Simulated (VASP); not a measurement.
# Fe (Im-3m) in VASP: single point with r2SCAN

Aim: the single point of Fe with r2SCAN.

Program: VASP 6.6.1. These are calculated values, not measurements. Logs are shortened: lines on timing, memory, paths and dates and some standing lists are left out, and cuts for length are marked.

## Step 1: The cell of the first run

Symmetry: Im-3m, No. 229, cubic system. The conventional cell has a = 2.886 Å, b = 2.886 Å, c = 2.886 Å, α = 90.00°, β = 90.00°, γ = 90.00°. Within 3.3 Å of Fe (site symmetry m-3m) lie 14 Fe at 2.50 to 2.89 Å.

## Step 2: Single point, r2SCAN

POSCAR

```
Fe
1.0
   -1.4430000000      1.4430000000      1.4430000000
    2.8860000000     -2.8860000000      2.8860000000
    1.4430000000      1.4430000000     -1.4430000000
Fe
2
Direct
    0.0000000000      0.0000000000      0.0000000000
    0.0000000000      0.5000000000      0.0000000000
```

INCAR.step1

```
SYSTEM = Fe
PREC = Accurate
ENCUT = 660
ISMEAR = -1
SIGMA = 0.3
LREAL = .False.
LASPH = .True.
NELM = 120
NBANDS = 15
GGA = PE
ALGO = Normal
EDIFF = 1E-5
LWAVE = .True.
LCHARG = .False.
GGA_COMPAT = .False.
```

INCAR.step2

```
SYSTEM = Fe
PREC = Accurate
ENCUT = 660
EDIFF = 1E-6
ISMEAR = -1
SIGMA = 0.3
LREAL = .False.
LASPH = .True.
NELM = 120
ALGO = Normal
ISIF = 2
LWAVE = .False.
LCHARG = .False.
METAGGA = R2SCAN
LMIXTAU = .True.
NBANDS = 15
ISTART = 1
GGA_COMPAT = .False.
```

KPOINTS

```
Automatic mesh
0
Gamma
  14 14 14
  0 0 0
```

Potentials or basis: VASP PAW PBE potentials, release 64 (Fe).

The run is started by

```bash
> cat potpaw_PBE.64/Fe/POTCAR > POTCAR
> cp INCAR.step1 INCAR
> mpirun -np 1 vasp_std > vasp.out
> cp INCAR.step2 INCAR
> mpirun -np 1 vasp_std > vasp.out
```

OUTCAR:

```text
SYSTEM = Fe
   PREC = Accurate
   ENCUT = 660
   EDIFF = 1E-6
   ISMEAR = -1
   LREAL = .False.
   LASPH = .True.
   NELM = 120
   ISIF = 2
   METAGGA = R2SCAN
   ISTART = 1

 ion  position               nearest neighbor table
   1  0.000  0.000  0.000-   2 2.50   2 2.50   2 2.50   2 2.50   2 2.89   2 2.89   2 2.89   2 2.89

   2  0.000  0.500  0.000-   1 2.50   1 2.50   1 2.50   1 2.50   1 2.89   1 2.89   1 2.89   1 2.89

  LATTYP: Found a base centered orthorhombic cell.
 ALAT       =     2.8860000000
 B/A-ratio  =     1.4142135624
 C/A-ratio  =     1.4142135624

  Lattice vectors:

 A1 = (   1.4430000000,   1.4430000000,  -1.4430000000)
 A2 = (  -1.4430000000,   1.4430000000,   1.4430000000)
 A3 = (   2.8860000000,   0.0000000000,   2.8860000000)

Analysis of symmetry for initial positions (statically):
=====================================================================
 Subroutine PRICEL returns following result:

  LATTYP: Found a body centered cubic cell.
 ALAT       =     2.8860000000

  Lattice vectors:

 A1 = (  -1.4430000000,   1.4430000000,   1.4430000000)
 A2 = (   1.4430000000,  -1.4430000000,   1.4430000000)
 A3 = (   1.4430000000,   1.4430000000,  -1.4430000000)

   2 primitive cells build up your supercell.

 Routine SETGRP: Setting up the symmetry group for a
 base centered orthorhombic supercell.

 Subroutine GETGRP returns: Found  8 space group operations
 (whereof  8 operations were pure point group operations)
 out of a pool of  8 trial point group operations.

The static configuration has the point symmetry D_2h.

Analysis of symmetry for dynamics (positions and initial velocities):
=====================================================================
 Subroutine PRICEL returns following result:

  LATTYP: Found a body centered cubic cell.
 ALAT       =     2.8860000000

  Lattice vectors:

 A1 = (  -1.4430000000,   1.4430000000,   1.4430000000)
 A2 = (   1.4430000000,  -1.4430000000,   1.4430000000)
 A3 = (   1.4430000000,   1.4430000000,  -1.4430000000)

   2 primitive cells build up your supercell.

 Routine SETGRP: Setting up the symmetry group for a
 base centered orthorhombic supercell.

 Subroutine GETGRP returns: Found  8 space group operations
 (whereof  8 operations were pure point group operations)
 out of a pool of  8 trial point group operations.

The dynamic configuration has the point symmetry D_2h.

 Subroutine INISYM returns: Found  8 space group operations
 (whereof  8 operations are pure point group operations),
 and found     2 'primitive' translations

----------------------------------------------------------------------------------------

                                     Primitive cell

  volume of cell :      12.0187

  direct lattice vectors                    reciprocal lattice vectors
    -1.443000000  1.443000000  1.443000000     0.000000000  0.346500347  0.346500347
     1.443000000 -1.443000000  1.443000000     0.346500347  0.000000000  0.346500347
     1.443000000  1.443000000 -1.443000000     0.346500347  0.346500347  0.000000000

  length of vectors
     2.499349315  2.499349315  2.499349315     0.490025489  0.490025489  0.490025489

  position of ions in fractional coordinates (direct lattice)
     0.000000000  0.000000000  0.000000000

  ion indices of the primitive-cell ions
   primitive index   ion index
                 1           1

----------------------------------------------------------------------------------------

 KPOINTS: Automatic mesh

Automatic generation of k-mesh.
 Grid dimensions read from file:
 generate k-points for:   14   14   14

 Generating k-lattice:

  Cartesian coordinates                     Fractional coordinates (reciprocal lattice)
     0.000000000  0.024750025  0.024750025     0.071428571  0.000000000  0.000000000
     0.012375012  0.000000000  0.012375012     0.000000000  0.071428571  0.000000000
     0.024750025  0.024750025  0.000000000     0.000000000  0.000000000  0.071428571

  Length of vectors
     0.035001821  0.017500910  0.035001821

  Shift w.r.t. Gamma in fractional coordinates (k-lattice)
     0.000000000  0.000000000  0.000000000

 Subroutine IBZKPT returns following result:
 ===========================================

 Found    456 irreducible k-points:

 Following reciprocal coordinates:
            Coordinates               Weight
  0.000000  0.000000  0.000000      1.000000
  0.071429  0.000000  0.000000      8.000000
  0.142857  0.000000  0.000000      8.000000
  0.214286  0.000000  0.000000      8.000000
  0.285714  0.000000  0.000000      8.000000
  0.357143  0.000000  0.000000      8.000000
[... 16 lines left out ...]
  0.000000  0.142857  0.000000      2.000000
  0.071429  0.142857  0.000000      8.000000
 [... further k-points ...]
   k-points           NKPTS =    456   k-points in BZ     NKDIM =    456   number of bands    NBANDS=     15
   number of dos      NEDOS =    301   number of ions     NIONS =      2
   total plane-waves  NPLWV =  24192
   dimension x,y,z NGX =    24 NGY =   42 NGZ =   24
   dimension x,y,z NGXF=    48 NGYF=   84 NGZF=   48
   ions per type =               2
   NGX,Y,Z   is equivalent  to a cutoff of  15.96, 13.97, 15.96 a.u.
   NGXF,Y,Z  is equivalent  to a cutoff of  31.93, 27.94, 31.93 a.u.
 SYSTEM =  Fe
   PREC   = accura    normal or accurate (medium, high low for compatibility)
   ISTART =      1    job   : 0-new  1-cont  2-samecut
   ICHARG =      0    charge: 1-file 2-atom 10-const
   ISPIN  =      1    spin polarized calculation?
   LNONCOLLINEAR =      F non collinear calculations
   LSORBIT =      F    spin-orbit coupling
   LASPH  =      T    aspherical Exc in radial PAW
   ENCUT  =  660.0 eV  48.51 Ry    6.96 a.u.   5.24 10.47  5.24*2*pi/ulx,y,z
   NELM   =    120;   NELMIN=  2; NELMDL=  0     # of ELM steps
   EDIFF  = 0.1E-05   stopping-criterion for ELM
   LREAL  =      F    real-space projection
[... 7 lines left out ...]
   TEBEG  =    0.0;   TEEND  =   0.0 temperature during run
   PSTRESS=    0.0 pullay stress
   NELECT =      16.0000    total number of electrons
   NUPDOWN=      -1.0000    fix difference up-down
   EMIN   =  10.00;   EMAX   =-10.00  energy-range for DOS
   EFERMI =   0.00;   METHOD = LEGACY
   ISMEAR =    -1;   SIGMA  =   0.30  broadening in eV -4-tet -1-fermi 0-gaus
   EFERMI_NEDOS =   21; number of points for ismear=-14 and -15
   IALGO  =     38    algorithm
   IMIX   =      4    mixing-type and parameters
     AMIX     =   0.40;   BMIX     =  1.00
     AMIX_MAG =   1.60;   BMIX_MAG =  1.00
  volume/ion in A,a.u.               =      12.02        81.11
  Fermi-wavevector in a.u.,A,eV,Ry     =   1.429394  2.701162 27.798962  2.043166
  Thomas-Fermi vector in A             =   2.549352
   LORBIT       =      0    0 simple, 1 ext, 2 COOP (PROOUT), +10 PAW based schemes
   METAGGA = R2SCAN    functional components
   LHFCALC =     F    Hartree Fock is set to
   AEXX    =    0.0000 exact exchange contribution
   IVDW    =     0    specifies the selected vdW correction
   LEPSILON=     F    determine dielectric tensor
   LRPA    =     F    only Hartree local field effects (RPA)
 non-spin polarized calculation
  energy-cutoff  :      660.00
  volume of cell :       24.04
 maximum number of plane-waves:       952
 NGX is ok and might be reduce to    24
   NGX = 11   NGY = 21   NGZ = 11

 number of electron      15.9999997 magnetization

 Free energy of the ion-electron system (eV)
  ---------------------------------------------------
  ext. energy  EPLUGINS =         0.00000000
  ---------------------------------------------------
  free energy    TOTEN  =       -27.03794545 eV

  energy without entropy =      -25.51880750  energy(sigma->0) =      -26.27837647

 E-fermi :   5.2065     XC(G=0): -13.9365

 val. band max:        5.2055077422   @ k =   0.5000   0.0714   0.0714
 cond. band min:       5.2083213260   @ k =   0.3571   0.0714   0.1429
 fundamental gap:      0.0028135838
 Fermi energy:         5.2064851868

 k-point     1 :       0.0000    0.0000    0.0000
  band No.  band energies     occupation
      1      -3.3806      2.00000
      2       0.8756      2.00000
      3       2.5386      1.99973
      4       3.6499      1.98890
      5       3.6499      1.98890
      6       3.6499      1.98890
      7       5.1921      1.02395
      8       5.2581      0.91421
      9       5.2581      0.91420
     10       5.4584      0.60321
     11       5.5727      0.45566
     12       6.2950      0.05175
     13      12.8157      0.00000
     14      23.8823      0.00000
     15      25.7874      0.00000

 k-point     2 :       0.0714    0.0000    0.0000
  band No.  band energies     occupation
      1      -3.1690      2.00000
      2       0.9679      2.00000
      3       2.5677      1.99970
      4       3.5910      1.99087
      5       3.6424      1.98918
      6       3.7614      1.98395
      7       4.6589      1.72244
      8       5.1770      1.04908
      9       5.1983      1.01368
     10       5.2627      0.90650
     11       5.6739      0.34789
     12       6.8794      0.00754
     13      13.1385      0.00000
     14      22.9082      0.00000
     15      25.2057      0.00000

 k-point     3 :       0.1429    0.0000    0.0000
  band No.  band energies     occupation
      1      -2.5530      2.00000
      2       1.2270      2.00000
      3       2.6275      1.99963
      4       3.4282      1.99468
      5       3.5983      1.99065
      6       3.7545      1.98431
      7       4.0819      1.95398
      8       5.0733      1.21834
      9       5.1241      1.13643
     10       5.2785      0.88054
     11       5.6010      0.42330
     12       7.5473      0.00082
     13      14.1285      0.00000
     14      20.5242      0.00000
     15      25.1012      0.00000
[... 343 lines left out ...]
 k-point    23 :       0.0000    0.1429    0.0000
  band No.  band energies     occupation
      1      -3.1690      2.00000
      2       0.8030      2.00000
      3       2.5901      1.99967
      4       3.5910      1.99087
      5       3.6424      1.98918
      6       3.7614      1.98395
      7       4.8767      1.50020
      8       5.1983      1.01368
      9       5.2220      0.97416
     10       5.2627      0.90651
     11       5.4428      0.62533
     12       6.1377      0.08587
     13      13.9032      0.00000
     14      24.1380      0.00000
     15      26.1478      0.00000

 k-point    24 :       0.0714    0.1429    0.0000
  band No.  band energies     occupation
      1      -2.7548      2.00000
      2       0.7895      2.00000
      3       2.6649      1.99958
      4       3.5143      1.99292
      5       3.5671      1.99157
      6       3.9937      1.96550
      7       4.0330      1.96077
      8       5.0953      1.18320
      9       5.1318      1.12388
     10       5.2824      0.87415
     11       5.5137      0.52847
     12       6.2858      0.05332
     13      15.1125      0.00000
     14      23.3651      0.00000
     15      25.8361      0.00000

 [... further k-points ...]

------------------------ aborting loop because EDIFF is reached ----------------------------------------

  FORCE on cell =-STRESS in cart. coord.  units (eV):
  Direction    XX          YY          ZZ          XY          YZ          ZX
  --------------------------------------------------------------------------------------
  -------------------------------------------------------------------------------------
  Total       -4.1870926     -4.1868379     -4.1870926      0.0000000      0.0000000     -0.0000179
  in kB     -279.0835067   -279.0665289   -279.0835067      0.0000000      0.0000000     -0.0011926
  external PRESSURE =    -279.0778474 kB  Pullay stress =       0.0000000 kB

 VOLUME and BASIS-vectors are now :
 -----------------------------------------------------------------------------
  energy-cutoff  :      660.00
  volume of cell :       24.04
      direct lattice vectors                 reciprocal lattice vectors
    -1.443000000  1.443000000  1.443000000     0.000000000  0.346500347  0.346500347
     2.886000000 -2.886000000  2.886000000     0.173250173  0.000000000  0.173250173
     1.443000000  1.443000000 -1.443000000     0.346500347  0.346500347  0.000000000

 POSITION                                       TOTAL-FORCE (eV/Angst)
 -----------------------------------------------------------------------------------
      0.00000      0.00000      0.00000        -0.000000      0.000000      0.000000
      1.44300     -1.44300      1.44300         0.000000     -0.000000     -0.000000
 -----------------------------------------------------------------------------------
    total drift:                                0.000000     -0.000000      0.000000

  FREE ENERGIE OF THE ION-ELECTRON SYSTEM (eV)
  ---------------------------------------------------
  free  energy   TOTEN  =       -27.0379454531 eV

  energy  without entropy=      -25.5188074954  energy(sigma->0) =      -26.27837647
```

Wall time 21 min (1 thread of Oxide Virtual Turin-like, shared host); peak memory 0.3 GiB.

Results:

* Free energy: -27.0379 eV
* Pressure: -27.9 GPa
* Band gap on the k mesh: zero (bands 8 and 9 overlap by 1.55 eV)

Caveat: the cell stands under tension; so wide a smearing shifts energies and pressures; the PAW data sets were made with another functional, which shifts forces and pressure a little; the run has no spin polarisation, though such a crystal can be magnetic.
